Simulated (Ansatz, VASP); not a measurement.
## One calculation of SrO, two programs

```
Sr O
1.0
    -0.02138    2.60575    2.60531
     2.60575   -0.02138    2.60531
     2.57574    2.57574    0.00863
Sr O
1 1
Direct
  0.99212 0.99212 0.02006
  0.50788 0.50788 0.47994
```

Alike in both runs: task single point; functional PBE; k mesh 8 × 8 × 8; occupations gaussian, width 0.02 eV; no spin polarisation.

|  | VASP | Ansatz |
| --- | --- | --- |
| version | VASP 6.6.1 | Ansatz 0.2.0 |
| potentials or method | VASP PAW PBE potentials, release 64 (Sr_sv, O), cutoff 520 eV | scalar-relativistic, plane waves, PAW |
| valence electrons in the cell | 16 | 16 |

```tsv
	VASP	Ansatz	Ansatz less VASP
gap on the k mesh at the Fermi level (eV)	3.36	3.40	+0.043
least direct gap on the mesh (eV)	3.47	3.50	+0.034
pressure (GPa)	0.5	0.0	-0.51
traceless stress, the component that is largest in VASP (GPa)	1.02	1.02	+0.005
rms of the force components (eV/Å)	0.132	0.124	-0.0086
```

Atom by atom the forces differ by 0.009 eV/Å (rms over components).
